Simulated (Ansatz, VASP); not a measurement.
## In in VASP and in Ansatz

Contents of INCAR:

```
ALGO = Normal ; EDIFF = 1E-6
ENCUT = 520 ; GGA = PE
ISIF = 2 ; ISMEAR = -1
LASPH = T ; LCHARG = F
LREAL = F ; LWAVE = F
NBANDS = 20 ; NELM = 80
PREC = Accurate ; SIGMA = 0.1
```

KPOINTS

```
k-points
0
Gamma
  12 12 7
```

POSCAR

```
In
1.0
    3.4448076013      0.0000000000      0.0000000000
   -1.7224038006      2.9832908939      0.0000000000
    0.0000000000      0.0000000000      5.5987322072
In
2
Direct
    0.3333333333      0.6666666667      0.2500000000
    0.6666666667      0.3333333333      0.7500000000
```

Input for Ansatz:

```yaml
crystal:
  lattice:
    - [3.4448076013, 0.0, 0.0]
    - [-1.7224038006, 2.9832908939, 0.0]
    - [0.0, 0.0, 5.5987322072]
  atoms:
    - { symbol: In, position: [0.3333333333, 0.6666666667, 0.25] }
    - { symbol: In, position: [0.6666666667, 0.3333333333, 0.75] }
hamiltonian:
  xc: pbe
  pseudopotentials:
    kind: paw
    azcp:
      In: "pseudopotentials/In.paw.azcp"
basis:
  ecutwfc: 420
  fft_grid_basis: typed
kpoints:
  mp_grid: { grid: [12, 12, 7], shift: [0, 0, 0] }
magnetization:
  spin_polarized: false
scf:
  occupations: { method: fermi_dirac, width: 0.1 }
  lower_state_search: "off"
output:
  stress: true
```

Alike in both runs: task single point; functional PBE; k mesh 12 × 12 × 7; occupations fermi-dirac, width 0.1 eV; no spin polarisation.

```csv
,VASP,Ansatz
version,VASP 6.6.1,Ansatz 0.2.0
potentials or method,"VASP PAW PBE potentials, release 64 (In_d), cutoff 520 eV","plane waves (420 eV) with PAW, scalar-relativistic"
valence electrons in the cell,26,26
```

```csv
,VASP,Ansatz,Ansatz less VASP
pressure (GPa),-1.2,-1.2,+0.04
"traceless stress, the component that is largest in VASP (GPa)",-0.42,-0.42,0.000
```
